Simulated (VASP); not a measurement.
# SiC (R3m) in VASP: a series of runs, part 2 of 2

VASP 6.6.1. The steps go on from the part before.

## 5. Single point, PBE

This run uses another cell than the first one, of the same volume but with other edges.

INCAR

```
ALGO     = Normal         # electronic algorithm
EDIFF    = 1E-6           # SCF threshold, eV
ENCUT    = 520            # plane-wave cutoff, eV
GGA      = PE             # functional
ISIF     = 2              # what is computed and relaxed
ISMEAR   = 0              # smearing method
LASPH    = T              # aspherical terms in the spheres
LCHARG   = F              # write CHGCAR
LREAL    = F              # projectors in reciprocal space
LWAVE    = F              # write WAVECAR
NBANDS   = 11             # bands
NELM     = 100            # most SCF steps
PREC     = Accurate       # precision mode
SIGMA    = 0.05           # smearing width, eV
```

KPOINTS

```
k-points
0
Gamma
  12 12 12
```

POSCAR

```
SiC
1.0
    0.0000000000      2.2362324146      2.2362324146
    2.2362324146      0.0000000000      2.2362324146
    2.2125283510      2.2125283510      0.0237040636
Si C
1 1
Direct
    0.0000000000      0.0000000000      0.0000000000
    0.7500000000      0.7500000000      0.7500000000
```

Potentials or basis: VASP PAW PBE potentials, release 64 (Si, C).

Run with:

```
cat potpaw_PBE.64/Si/POTCAR potpaw_PBE.64/C/POTCAR > POTCAR
mpirun -np 1 vasp_std > vasp.out
```

OUTCAR:

```text
EDIFF = 1E-6
   ENCUT = 520
   GGA = PE
   ISIF = 2
   ISMEAR = 0
   LASPH = T
   LREAL = F
   NELM = 100
   PREC = Accurate

 ion  position               nearest neighbor table
   1  0.000  0.000  0.000-   2 1.91   2 1.93   2 1.93   2 1.93
   2  0.750  0.750  0.750-   1 1.91   1 1.93   1 1.93   1 1.93

  LATTYP: Found a trigonal (rhomboedric) cell.
 ALAT       =     3.1290773865
 COS(alpha) =     0.4892583576

  Lattice vectors:

 A1 = (   2.2125283510,  -0.0237040636,  -2.2125283510)
 A2 = (  -0.0237040636,   2.2125283510,  -2.2125283510)
 A3 = (   2.2125283510,   2.2125283510,   0.0237040636)

Analysis of symmetry for initial positions (statically):
=====================================================================
 Subroutine PRICEL returns:
 Original cell was already a primitive cell.

 Routine SETGRP: Setting up the symmetry group for a
 trigonal (rhombohedral) supercell.

 Subroutine GETGRP returns: Found  6 space group operations
 (whereof  6 operations were pure point group operations)
 out of a pool of 12 trial point group operations.

The static configuration has the point symmetry C_3v.

Analysis of symmetry for dynamics (positions and initial velocities):
[... 165 lines left out ...]

 k-point     1 :       0.0000    0.0000    0.0000
  band No.  band energies     occupation
      1      -7.4992      2.00000
      2       7.4028      2.00000
      3       7.4028      2.00000
      4       7.4784      2.00000
      5      12.8945      0.00000
      6      14.2056      0.00000
      7      14.2056      0.00000
      8      14.6041      0.00000
      9      21.5837      0.00000
     10      21.5837      0.00000
     11      22.9732      0.00000
[... 309 lines left out ...]
 k-point    24 :      -0.4167    0.1667    0.0000
  band No.  band energies     occupation
      1      -3.8884      2.00000
      2      -0.2943      2.00000
      3       4.4330      2.00000
      4       5.9996      2.00000
      5      12.4364      0.00000
      6      14.7226      0.00000
      7      15.7421      0.00000
      8      17.9888      0.00000
      9      21.4341      0.00000
     10      22.4035      0.00000
     11      24.8746      0.00000

 [... further k-points ...]
[... 5 lines left out ...]
  --------------------------------------------------------------------------------------
  -------------------------------------------------------------------------------------
  Total       -1.2410161     -1.2410161     -1.2410161      0.3450670     -0.3450670     -0.3450670
  in kB      -90.3374740    -90.3374740    -90.3374740     25.1185173    -25.1185173    -25.1185173
  external PRESSURE =     -90.3374740 kB  Pullay stress =       0.0000000 kB

 VOLUME and BASIS-vectors are now :
 -----------------------------------------------------------------------------
  energy-cutoff  :      520.00
  volume of cell :       22.01
      direct lattice vectors                 reciprocal lattice vectors
     0.000000000  2.236232415  2.236232415    -0.224794531  0.222386180  0.224794531
     2.236232415  0.000000000  2.236232415     0.222386180 -0.224794531  0.224794531
     2.212528351  2.212528351  0.023704064     0.227202881  0.227202881 -0.227202881

 POSITION                                       TOTAL-FORCE (eV/Angst)
 -----------------------------------------------------------------------------------
      0.00000      0.00000      0.00000        -0.063000     -0.063000      0.063000
      3.33657      3.33657      3.37213         0.063000      0.063000     -0.063000
 -----------------------------------------------------------------------------------
    total drift:                                0.000119      0.000119     -0.000119

  FREE ENERGIE OF THE ION-ELECTRON SYSTEM (eV)
  ---------------------------------------------------
  free  energy   TOTEN  =       -15.0258320448 eV

  energy  without entropy=      -15.0258320448  energy(sigma->0) =      -15.02583204
```

Run time: 52 s. Hardware: 1 thread of Intel Xeon 8259CL, shared host; peak memory 0.16 GiB.

What came out:

* Free energy: -15.0258 eV
* Pressure: -9.0 GPa
* Largest force: 0.109 eV/Å
* Band gap on the k mesh: 1.36 eV, indirect (least direct gap 4.39 eV)

Forces in eV/Å, atoms in the order of the input:
```
Si  -0.063 -0.063  0.063
C    0.063  0.063 -0.063
```

Stress tensor (GPa, compression positive):
```
-9.03  2.51 -2.51
 2.51 -9.03 -2.51
-2.51 -2.51 -9.03
```

## 6. Single point, PBE

This run uses another cell than the first one, of the same volume but with other edges.

INCAR

```
SYSTEM = SiC
PREC     = Accurate       ! precision mode
ENCUT    = 520            ! plane-wave cutoff, eV
EDIFF    = 1E-7           ! SCF threshold, eV
ISMEAR   = 0              ! smearing method
SIGMA    = 0.05           ! smearing width, eV
LREAL    = .False.        ! projectors in reciprocal space
LASPH    = .True.         ! aspherical terms in the spheres
NELM     = 60             ! most SCF steps
ALGO     = Normal         ! electronic algorithm
ISIF     = 2              ! what is computed and relaxed
LWAVE    = .False.        ! write WAVECAR
LCHARG   = .False.        ! write CHGCAR
GGA      = PE             ! functional
NBANDS   = 11             ! bands
```

KPOINTS

```
Automatic mesh
0
Gamma
  12 12 12
  0 0 0
```

POSCAR

```
SiC
1.0
    0.0000000000      2.2723636687      2.2723636687
    2.2723636687      0.0000000000      2.2723636687
    2.1782878128      2.1782878128      0.0940758559
Si C
1 1
Direct
    0.0000000000      0.0000000000      0.0000000000
    0.7500000000      0.7500000000      0.7500000000
```

Potentials or basis: VASP PAW PBE potentials, release 64 (Si, C).

Run with:

```
cat potpaw_PBE.64/Si/POTCAR potpaw_PBE.64/C/POTCAR > POTCAR
mpirun -np 1 vasp_std > vasp.out
```

Run time: 57 s. Hardware: 1 thread of Intel Xeon 8259CL, shared host; peak memory 0.17 GiB.

Results (log left out):

```yaml
Free_energy: -14.9411 eV
Pressure: -7.9 GPa
Largest_force: 0.593 eV/Å
Band_gap_on_the_k_mesh: 1.18 eV, indirect (least direct gap 4.06 eV)
```

Forces in eV/Å, atoms in the order of the input:
```
Si  -0.342 -0.342  0.342
C    0.342  0.342 -0.342
```

Stress tensor (GPa, compression positive):
```
 -7.94  10.42 -10.42
 10.42  -7.94 -10.42
-10.42 -10.42  -7.94
```

Levels at points of the mesh, in eV from the valence-band top:
```tsv
k point	band 1	band 2	band 3	band 4	band 5	band 6	band 7	band 8
(0.00, 0.00, 0.00)	-15.10	-0.25	-0.25	0.00	4.91	6.29	6.29	8.17
(0.50, 0.00, 0.00)	-11.92	-8.39	-1.08	-1.06	4.93	6.56	7.48	9.68
(0.50, 0.50, 0.00)	-10.38	-7.75	-3.54	-2.88	1.18	4.06	12.71	13.12
(0.00, 0.00, 0.50)	-11.28	-8.26	-1.54	-1.54	3.87	6.33	6.33	9.26
```

## 7. Overview

```csv
cell,gap on the mesh (eV),pressure (GPa),largest force (eV/Å)
"a = 3.096, b = 3.096, c = 3.198 Å, angles 61.1, 61.1, 60.0°, 2 atoms",1.29,-8.5,0.19
"a = 3.129, b = 3.129, c = 3.163 Å, angles 60.4, 60.4, 60.0°, 2 atoms",1.38,-9.0,0.09
"a = 3.197, b = 3.197, c = 3.097 Å, angles 58.9, 58.9, 60.0°, 2 atoms",1.24,-8.5,0.40
"a = 3.163, b = 3.163, c = 3.129 Å, angles 59.6, 59.6, 60.0°, 2 atoms",1.36,-9.0,0.11
"a = 3.214, b = 3.214, c = 3.082 Å, angles 58.6, 58.6, 60.0°, 2 atoms",1.18,-7.9,0.59
```

Alike in all rows: task single point; level PBE; potentials or basis VASP PAW PBE potentials, release 64 (Si, C); no spin polarisation; k mesh 12 × 12 × 12; cutoff (eV) 520; smearing gaussian 0.05 eV.

Total energies depend on the potentials used, so only differences within one code and one set of settings carry meaning.
